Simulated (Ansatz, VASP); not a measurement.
One calculation of TiAl3, two programs

```xyz
4
Lattice="3.9557 0.0000 0.0000 0.0000 3.9557 0.0000 0.0000 0.0000 3.8370" Properties=species:S:1:pos:R:3 pbc="T T T"
Ti    0.0000    0.0000    0.0000
Al    1.9778    1.9778    0.0000
Al    1.9778    0.0000    1.9185
Al    0.0000    1.9778    1.9185
```

Change from the starting cell: strain +0.000 along x and y, -0.030 along z, atoms carried along.

Alike in both runs: task single point; functional r2SCAN; k mesh 12 × 12 × 12; occupations gaussian, width 0.15 eV; no spin polarisation.

```csv
,VASP,Ansatz
version,VASP 6.6.1,Ansatz 0.2.0
potentials or method,"VASP PAW PBE potentials, release 64 (Ti_sv, Al), cutoff 520 eV","scalar-relativistic, plane waves, PAW"
valence electrons in the cell,21,21
```

VASP gave:

* gap on the k mesh at the Fermi level (eV): none
* pressure (GPa): 3.8
* traceless stress, the component that is largest in VASP (GPa): 2.87

Which values does Ansatz return?

gap on the k mesh at the Fermi level (eV): none; pressure (GPa): 3.8; traceless stress, the component that is largest in VASP (GPa): 2.86.

VASP's potentials were made for PBE, not for r2SCAN. A gap of «none» marks a metal or a gap that the smearing closes. The functional is the same, so the differences come from potentials, cutoffs and numerics.
